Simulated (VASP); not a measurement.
Crystal: Sn.

```
Sn
1.0
    -1.89465    1.89465    1.89465
     1.89465   -1.89465    1.89465
     1.89465    1.89465   -1.89465
Sn
1
Direct
  0.00000 0.00000 0.00000
```

| Quantity | Value |
| --- | --- |
| Program | VASP 6.6.1 |
| Task | relaxation of cell and atoms |
| Functional | RPBE |
| Dispersion | D4 |
| Potentials or basis | VASP PAW PBE potentials, release 64 (Sn_d) |
| Cutoff | 600 eV |
| k mesh | 10 × 10 × 10 |
| Occupations | fermi-dirac, width 0.05 eV |
| Spin | no spin polarisation |

At the start: pressure -2.0 GPa; volume 27.20 Å³/atom.

Problem. Where does the relaxation end?

Solution. Over 3 steps the energy falls by 7.8 meV/atom and the volume is 26.04 Å³/atom (-4.3 %); space group Im-3m (No. 229, to 0.05 Å).

Step by step:
```tsv
step	energy change (eV)	largest force (eV/Å)	pressure (GPa)	volume (Å³)
1	0.0000	0.0000	-1.95	27.20
2	-0.0077	0.0000	0.26	25.92
3	-0.0078	0.0000	0.02	26.04
```

Final structure:
```
Sn
1.0
    -1.86712    1.86712    1.86712
     1.86712   -1.86712    1.86712
     1.86712    1.86712   -1.86712
Sn
1
Direct
  0.00000 0.00000 0.00000
```

Caveat: the PAW data sets were made with another functional, which shifts forces and pressure a little; pairwise dispersion overbinds metals, which lowers pressure and volume.
